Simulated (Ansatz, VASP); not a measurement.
**Two plane-wave programs on AlFe**

```xyz
2
Lattice="2.9100 0.0000 0.0000 0.0000 2.9100 0.0000 0.0000 0.0000 2.9100" Properties=species:S:1:pos:R:3 pbc="T T T"
Al    0.0000    0.0000    0.0000
Fe    1.4550    1.4550    1.4550
```

Alike in both runs: task single point; functional PBEsol; k mesh 16 × 16 × 16; occupations gaussian, width 0.15 eV; collinear spin.

|  | VASP | Ansatz |
| --- | --- | --- |
| version | VASP 6.6.1 | Ansatz 0.2.0 |
| potentials or method | VASP PAW PBE potentials, release 64 (Al, Fe), cutoff 520 eV | scalar-relativistic, plane waves, PAW |
| valence electrons in the cell | 11 | 19 |

|  | VASP | Ansatz | Ansatz less VASP |
| --- | --- | --- | --- |
| gap on the k mesh at the Fermi level (eV) | none | none | - |
| pressure (GPa) | -10.8 | -11.0 | -0.20 |
| net moment per atom (μB) | 0.36 | 0.36 | +0.002 |

VASP's potentials were made for PBE, not for PBEsol. A gap of «none» marks a metal or a gap that the smearing closes. VASP's potentials hold 11 valence electrons a cell and Ansatz's 19, so a difference there can come from the potentials and not from the codes.
